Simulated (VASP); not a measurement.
Write the native input for VASP 6.6.1 that does the following.

```
Task                   : single point
Functional             : PBE
Potentials or basis    : VASP PAW PBE potentials, release 64 (Al, Ga_d, As)
Cutoff                 : 500 eV
k mesh                 : 6 × 6 × 2
Occupations            : gaussian, width 0.1 eV
Spin                   : no spin polarisation
Dipole correction      : no
Further INCAR settings : ALGO = Normal; EDIFF = 1e-06; NBANDS = 26
```

The structure of Al2GaAs3 lies in POSCAR:

```
Al2GaAs3
1.0
    3.8536268600      0.0000000000      0.0000000000
   -1.9268134300      3.3373387600      0.0000000000
    0.0000000000      0.0000000000      9.4394194800
Al Ga As
2 1 3
Direct
    0.0000000000      0.0000000000      0.0000000000
    0.6666666700      0.3333333300      0.3333333300
    0.3333333300      0.6666666700      0.6666666700
    0.0000000000      0.0000000000      0.7500000000
    0.3333333300      0.6666666700      0.4166666700
    0.6666666700      0.3333333300      0.0833333300
```

The input as run:

INCAR

```
ALGO = Normal ; EDIFF = 1E-6
ENCUT = 500 ; GGA = PE
GGA_COMPAT = F ; ISIF = 2
ISMEAR = 0 ; LASPH = T
LCHARG = F ; LREAL = F
LWAVE = F ; NBANDS = 26
NELM = 120 ; PREC = Accurate
SIGMA = 0.1
```

KPOINTS

```
k-points
0
Gamma
  6 6 2
```

Potentials or basis: VASP PAW PBE potentials, release 64 (Al, Ga_d, As).

Launch:

```bash
$ cat potpaw_PBE.64/Al/POTCAR potpaw_PBE.64/Ga_d/POTCAR potpaw_PBE.64/As/POTCAR > POTCAR
$ mpirun -np 1 vasp_std > vasp.out
```

Results of the run:

| Item | Value |
| --- | --- |
| Pressure | 14.2 GPa |
| Largest force | 0.084 eV/Å |
| Band gap on the k mesh | 1.17 eV (least direct gap 1.81 eV) |

Caveat: the cell stands under pressure.

Wall time 28 s on 1 thread of Intel(R) Xeon(R) 6975P-C (Granite Rapids), on a shared host, peak memory 0.24 GiB.
